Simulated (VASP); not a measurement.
Here is a VASP 6.6.1 calculation.

File INCAR:

```
SYSTEM = Ga24CN22O
  ALGO = Normal
  EDIFF = 1E-6
  ENCUT = 520
  GGA = PE
  ISIF = 2
  ISMEAR = 0
  LASPH = .TRUE.
  LCHARG = .FALSE.
  LREAL = Auto
  LUSENCCL = .FALSE.
  LWAVE = .FALSE.
  NBANDS = 246
  NELM = 100
  PREC = Accurate
  SIGMA = 0.01
```

File KPOINTS:

```
Automatic mesh
0
Gamma
  2 2 2
  0.5 0.5 0.5
```

File POSCAR:

```
Ga24CN22O
1.0
    3.2184289061     -5.5744823859     -5.2430304973
   -6.4368578122      0.0000000000     -5.2430304973
    3.2184289061      5.5744823859     -5.2430304973
Ga C N O
24 1 22 1
Direct
    0.3356855071      0.5014457024      0.1672723894
    0.0007753539      0.1676538894      0.8342408588
    0.6668037766      0.3339431350      0.0002771227
    0.1678272409      0.8343020321      0.0003619085
    0.1677105557      0.3331168786      0.4995590900
    0.8325695450      0.0009812346      0.1668726178
    0.4986845600      0.6680241928      0.8320085279
    0.8324041930      0.4932780223      0.6716566382
    0.5006550178      0.1668640200      0.3316315069
    0.3345785222      0.0010542119      0.6667480510
    0.0048776369      0.6646977925      0.3254669290
    0.6554106175      0.8394739485      0.4964890613
    0.6656634452      0.5027427851      0.3336466832
    0.3345078184      0.1686998344     -0.0001361396
    0.0021397524      0.3330311921      0.1667530903
    0.5009381199      0.8322757125      0.1682693365
    0.5006312607      0.3353045132      0.6658498055
    0.1690588758      0.0004580818      0.3335416498
    0.8320295000      0.6689942832      0.0016721275
    0.1679775547      0.5006739075      0.8349257746
    0.8358308099      0.1679834028      0.4996206840
    0.6671521603      0.0024099803      0.8343048938
    0.3368471958      0.6667369574      0.4988554835
    0.0060789598      0.8397994071      0.6731940517
    0.5423979060      0.7076796530      0.3741247566
    0.2086238784      0.3754797177      0.0415476606
    0.8770290609      0.5400420890      0.2072474094
    0.3740273302      0.0433985720      0.2056397589
    0.3730310542      0.5405688867      0.7096023581
    0.0428452499      0.2076135084      0.3743682164
    0.7092060247      0.8774590139      0.0391091343
    0.0400489015      0.7079500171      0.8748663323
    0.7111190854      0.3740573713      0.5421577759
    0.5419148965      0.2098313776      0.8734148072
    0.2060375835      0.8751784642      0.5423283094
    0.8749215298      0.0418447208      0.7074986007
    0.5424163928      0.3729920053      0.2067193889
    0.2079822282      0.0421416312      0.8742798016
    0.8752745215      0.2087939323      0.0409887953
    0.3734621075      0.7085515238      0.0385644977
    0.3757473664      0.2083767361      0.5405173987
    0.0406401118      0.8749204267      0.2093912330
    0.7082289264      0.5437401209      0.8738094793
    0.0419361443      0.3760491347      0.7076548802
    0.7110174711      0.0442822971      0.3756962796
    0.5432631239      0.8769903885      0.7102084420
    0.2054590422      0.5406785463      0.3757266743
    0.8800707857      0.7081434309      0.5439345021
```

Potentials or basis: VASP PAW PBE potentials, release 64 (Ga_d, C, N, O).

Launch:

```sh
$ cat potpaw_PBE.64/Ga_d/POTCAR potpaw_PBE.64/C/POTCAR potpaw_PBE.64/N/POTCAR potpaw_PBE.64/O/POTCAR > POTCAR
$ mpirun -np 1 vasp_std > vasp.out
```

Predict the band gap on the k mesh.

2.73 eV.

Estimate the largest force.

0.053 eV/Å.

Stress tensor (GPa, compression positive):
```
 1.28 -0.07  0.04
-0.07  1.20 -0.04
 0.04 -0.04  1.22
```
